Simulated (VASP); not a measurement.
# Ge (I4_1/amd) in VASP: a series of runs

Runs on Ge. Level: LDA. Tasks: single point.

Program: VASP 6.6.1. These are calculated values, not measurements. Logs are shortened: lines on timing, memory, paths and dates and some standing lists are left out, and cuts for length are marked.

**1. The cell of the first run**

It takes space group I4_1/amd (No. 141, tetragonal). Conventional cell: a = 4.212 Å, b = 4.212 Å, c = 5.275 Å, α = 90.00°, β = 90.00°, γ = 90.00°. Within 3.3 Å of Ge (site symmetry -4m2) lie 4 Ge at 2.48 Å.

**2. Single point, LDA (23.39 Å³/atom)**

Contents of INCAR:

```
ALGO = Normal ; EDIFF = 1E-7
ENCUT = 520 ; GGA = CA
ISIF = 2 ; ISMEAR = 0
LASPH = True ; LCHARG = False
LREAL = False ; LWAVE = False
NBANDS = 21 ; NELM = 80
PREC = Accurate ; SIGMA = 0.15
```

Contents of KPOINTS:

```
k-points
0
Gamma
  16 16 16
```

Contents of POSCAR:

```
Ge
1.0
    0.0000000000      2.9781000254      2.6377031925
    2.9781000254      0.0000000000      2.6377031925
    2.9781000254      2.9781000254      0.0000000000
Ge
2
Direct
    0.5000000000      0.5000000000      0.5000000000
    0.7500000000      0.7500000000      0.7500000000
```

Potentials or basis: VASP PAW LDA potentials, release 64 (Ge_d).

Run with:

```
$ cat potpaw_LDA.64/Ge_d/POTCAR > POTCAR
$ mpirun -np 1 vasp_std > vasp.out
```

OUTCAR:

```text
EDIFF = 1E-7
   ENCUT = 520
   GGA = CA
   ISIF = 2
   ISMEAR = 0
   LASPH = True
   LREAL = False
   NELM = 80
   PREC = Accurate

 ion  position               nearest neighbor table
   1  0.500  0.500  0.500-   2 2.48   2 2.48   2 2.48   2 2.48
   2  0.750  0.750  0.750-   1 2.48   1 2.48   1 2.48   1 2.48

  LATTYP: Found a body centered tetragonal cell.
 ALAT       =     4.2116694460
 C/A-ratio  =     1.2525689522

  Lattice vectors:

 A1 = (   0.0000000000,  -2.9781000254,  -2.6377031925)
 A2 = (   0.0000000000,   2.9781000254,  -2.6377031925)
 A3 = (   2.9781000254,   0.0000000000,   2.6377031925)

Analysis of symmetry for initial positions (statically):
=====================================================================
 Subroutine PRICEL returns:
 Original cell was already a primitive cell.

 Routine SETGRP: Setting up the symmetry group for a
 body centered tetragonal supercell.

 Subroutine GETGRP returns: Found 16 space group operations
 (whereof  8 operations were pure point group operations)
 out of a pool of 16 trial point group operations.

The static configuration has the point symmetry D_2d.
 The point group associated with its full space group is D_4h.

Analysis of symmetry for dynamics (positions and initial velocities):
=====================================================================
 Subroutine PRICEL returns:
 Original cell was already a primitive cell.

 Routine SETGRP: Setting up the symmetry group for a
 body centered tetragonal supercell.

 Subroutine GETGRP returns: Found 16 space group operations
 (whereof  8 operations were pure point group operations)
 out of a pool of 16 trial point group operations.

The dynamic configuration has the point symmetry D_2d.
 The point group associated with its full space group is D_4h.

 Subroutine INISYM returns: Found 16 space group operations
 (whereof  8 operations are pure point group operations),
 and found     1 'primitive' translations

----------------------------------------------------------------------------------------

                                     Primitive cell

  volume of cell :      46.7880

  direct lattice vectors                    reciprocal lattice vectors
     0.000000000  2.978100025  2.637703193    -0.167892279  0.167892279  0.189558856
[... 80 lines left out ...]
   ISPIN  =      1    spin polarized calculation?
   LNONCOLLINEAR =      F non collinear calculations
   LSORBIT =      F    spin-orbit coupling
   LASPH  =      T    aspherical Exc in radial PAW
   ENCUT  =  520.0 eV  38.22 Ry    6.18 a.u.   7.40  7.40  7.83*2*pi/ulx,y,z
   NELM   =     80;   NELMIN=  2; NELMDL= -5     # of ELM steps
   EDIFF  = 0.1E-06   stopping-criterion for ELM
   LREAL  =      F    real-space projection
   EDIFFG = 0.1E-05   stopping-criterion for IOM
   NSW    =      0    number of steps for IOM
   IBRION =     -1    ionic relax: 0-MD 1-quasi-New 2-CG
   NFREE  =      0    steps in history (QN), initial steepest desc. (CG)
   ISIF   =      2    stress and relaxation
   ISYM   =      2    0-nonsym 1-usesym 2-fastsym
   POTIM  = 0.5000    time-step for ionic-motion
   TEBEG  =    0.0;   TEEND  =   0.0 temperature during run
   PSTRESS=    0.0 pullay stress
   NELECT =      28.0000    total number of electrons
   NUPDOWN=      -1.0000    fix difference up-down
   EMIN   =  10.00;   EMAX   =-10.00  energy-range for DOS
   EFERMI =   0.00;   METHOD = LEGACY
   ISMEAR =     0;   SIGMA  =   0.15  broadening in eV -4-tet -1-fermi 0-gaus
   EFERMI_NEDOS =   21; number of points for ismear=-14 and -15
   IALGO  =     38    algorithm
   IMIX   =      4    mixing-type and parameters
     AMIX     =   0.40;   BMIX     =  1.00
     AMIX_MAG =   1.60;   BMIX_MAG =  1.00
  volume/ion in A,a.u.               =      23.39       157.87
  Fermi-wavevector in a.u.,A,eV,Ry     =   1.379588  2.607043 25.895459  1.903263
  Thomas-Fermi vector in A             =   2.504543
   LORBIT       =      0    0 simple, 1 ext, 2 COOP (PROOUT), +10 PAW based schemes
   GGA     = CA    functional components
   LHFCALC =     F    Hartree Fock is set to
   AEXX    =    0.0000 exact exchange contribution
   IVDW    =     0    specifies the selected vdW correction
   LEPSILON=     F    determine dielectric tensor
   LRPA    =     F    only Hartree local field effects (RPA)
 non-spin polarized calculation
 Gauss-broadening in eV      SIGMA  =   0.15
  energy-cutoff  :      520.00
  volume of cell :       46.79
 maximum number of plane-waves:      1289
 NGX is ok and might be reduce to    30
   NGX = 15   NGY = 15   NGZ = 15

 number of electron      28.0000011 magnetization

 Free energy of the ion-electron system (eV)
  ---------------------------------------------------
  ext. energy  EPLUGINS =         0.00000000
  ---------------------------------------------------
  free energy    TOTEN  =       -10.28353229 eV

  energy without entropy =      -10.28153370  energy(sigma->0) =      -10.28253300

 E-fermi :   4.3835     XC(G=0): -10.1500

 val. band max:        4.3828708506   @ k =   0.4375   0.3750   0.0000
 cond. band min:       4.4281876858   @ k =  -0.0625  -0.0000   0.0625
 fundamental gap:      0.0453168352
 Fermi energy:         4.3834531052

 k-point     1 :       0.0000    0.0000    0.0000
  band No.  band energies     occupation
      1     -20.5068      2.00000
      2     -20.4783      2.00000
      3     -20.4783      2.00000
      4     -20.4591      2.00000
      5     -20.4487      2.00000
      6     -20.2840      2.00000
[... 565 lines left out ...]
     20      12.0435      0.00000
     21      12.8524      0.00000

 [... further k-points ...]

------------------------ aborting loop because EDIFF is reached ----------------------------------------

  FORCE on cell =-STRESS in cart. coord.  units (eV):
  Direction    XX          YY          ZZ          XY          YZ          ZX
  --------------------------------------------------------------------------------------
  -------------------------------------------------------------------------------------
  Total       -1.5812349     -1.5812349      0.3159863      0.0000000      0.0000000      0.0000000
  in kB      -54.1467611    -54.1467611     10.8204250      0.0000000      0.0000000      0.0000000
  external PRESSURE =     -32.4910324 kB  Pullay stress =       0.0000000 kB

 VOLUME and BASIS-vectors are now :
 -----------------------------------------------------------------------------
  energy-cutoff  :      520.00
  volume of cell :       46.79
      direct lattice vectors                 reciprocal lattice vectors
     0.000000000  2.978100025  2.637703193    -0.167892279  0.167892279  0.189558856
     2.978100025  0.000000000  2.637703193     0.167892279 -0.167892279  0.189558856
     2.978100025  2.978100025  0.000000000     0.167892279  0.167892279 -0.189558856

 POSITION                                       TOTAL-FORCE (eV/Angst)
 -----------------------------------------------------------------------------------
      2.97810      2.97810      2.63770         0.000000      0.000000     -0.000000
      4.46715      4.46715      3.95655        -0.000000     -0.000000      0.000000
 -----------------------------------------------------------------------------------
    total drift:                                0.000000     -0.000000     -0.000000

  FREE ENERGIE OF THE ION-ELECTRON SYSTEM (eV)
  ---------------------------------------------------
  free  energy   TOTEN  =       -10.2835322895 eV

  energy  without entropy=      -10.2815337037  energy(sigma->0) =      -10.28253300
```

stdout:

```text
POSCAR found type information on POSCAR Ge
 POSCAR found :  1 types and       2 ions
 scaLAPACK will be used
 LDA part: xc-table for (Slater(with rela. corr.)+CA(PZ))
 , standard interpolation
 POSCAR, INCAR and KPOINTS ok, starting setup
 FFT: planning ... GRIDC
 FFT: planning ... GRID_SOFT
 FFT: planning ... GRID
 WAVECAR not read
 entering main loop
```

It took 2.5 min on 1 thread of AMD EPYC 7R13 (Zen 3), shared host; peak memory 0.33 GiB.

Results:

- Free energy: -10.2835 eV
- Pressure: -3.2 GPa
- Band gap on the k mesh: zero (bands 14 and 15 overlap by 0.46 eV)

Caveat: the cell stands under tension; semilocal functionals underestimate gaps, so a narrow gap can read as zero.

**3. Single point, LDA (24.58 Å³/atom)**

This run uses another cell than the first one, of 24.58 Å³/atom.

Contents of INCAR:

```
PREC = Accurate ; ENCUT = 520
EDIFF = 1E-7 ; ISMEAR = 0
SIGMA = 0.15 ; LREAL = False
LASPH = True ; NELM = 60
ALGO = Normal ; ISIF = 2
LWAVE = False ; LCHARG = False
NBANDS = 21
```

Contents of KPOINTS:

```
regular mesh
0
Gamma
  16 16 16
```

Contents of POSCAR:

```
Ge
1.0
    0.0000000000      3.0275583472      2.6815084281
    3.0275583472      0.0000000000      2.6815084281
    3.0275583472      3.0275583472      0.0000000000
Ge
2
Direct
    0.5000000000      0.5000000000      0.5000000000
    0.7500000000      0.7500000000      0.7500000000
```

Potentials or basis: VASP PAW LDA potentials, release 64 (Ge_d).

Run with:

```
$ cat potpaw_LDA.64/Ge_d/POTCAR > POTCAR
$ mpirun -np 1 vasp_std > vasp.out
```

It took 2 min on 1 thread of Intel Xeon 6975P-C (Granite Rapids), shared host; peak memory 0.37 GiB.

It converged, with:

```
Free energy            : -10.2173 eV
Pressure               : -5.6 GPa
Band gap on the k mesh : zero (bands 14 and 15 overlap by 0.58 eV)
```

Stress tensor (GPa, compression positive):
```
-7.76  0.00  0.00
 0.00 -7.76  0.00
 0.00  0.00 -1.42
```

Levels at points of the mesh, in eV from the Fermi level:
```csv
k point,band 10,band 11,band 12,band 13,band 14,band 15,band 16,band 17,band 18,band 19
"(0.00, 0.00, 0.00)",-24.59,-12.15,-0.94,-0.22,-0.22,0.55,2.19,2.78,2.78,6.08
"(0.50, 0.00, 0.00)",-24.57,-10.25,-7.25,-1.68,-0.80,-0.32,3.38,4.19,7.11,9.40
"(0.50, 0.50, 0.00)",-24.60,-8.26,-8.26,-3.24,-3.24,0.26,0.26,8.82,8.82,10.80
"(0.50, 0.00, 0.50)",-24.57,-8.75,-8.75,-2.45,-2.45,1.10,1.10,8.16,8.16,9.91
```

Caveat: the cell stands under tension; semilocal functionals underestimate gaps, so a narrow gap can read as zero.
